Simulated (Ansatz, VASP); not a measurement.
# Two plane-wave programs on BaTiO3

```
CELL_PARAMETERS angstrom
2.86037 1.65144 2.34605
-2.86037 1.65144 2.34605
0.00000 -3.30287 2.34605
ATOMIC_POSITIONS crystal
Ba 0.00268 0.00268 0.00268
Ti 0.51280 0.51280 0.51280
O 0.49032 0.49032 0.98258
O 0.49032 0.98258 0.49032
O 0.98258 0.49032 0.49032
```

Alike in both runs: functional PBE; k mesh 6 × 6 × 6; occupations gaussian, width 0.02 eV; no spin polarisation; Hubbard terms Ti d U = 4.0 eV.

Ansatz relaxed the structure, and its values are those at the end. VASP's run is a single point on that final structure, the one shown.

```csv
,VASP,Ansatz
version,VASP 6.6.1,Ansatz 0.2.0
potentials or method,"VASP PAW PBE potentials, release 64 (Ba_sv, Ti_sv, O), cutoff 520 eV","scalar-relativistic, plane waves, PAW"
valence electrons in the cell,40,40
```

Ansatz gave:

* gap on the k mesh at the Fermi level (eV): 2.65
* least direct gap on the mesh (eV): 3.03
* pressure (GPa): 0.0
* rms of the force components (eV/Å): 0.000

Estimate VASP's values.

gap on the k mesh at the Fermi level (eV): 2.62; least direct gap on the mesh (eV): 3.03; pressure (GPa): 3.5; rms of the force components (eV/Å): 0.226.

The programs project onto different local orbitals, so the same U acts differently, and such runs can settle in different states.

Neither program's run includes spin-orbit coupling.
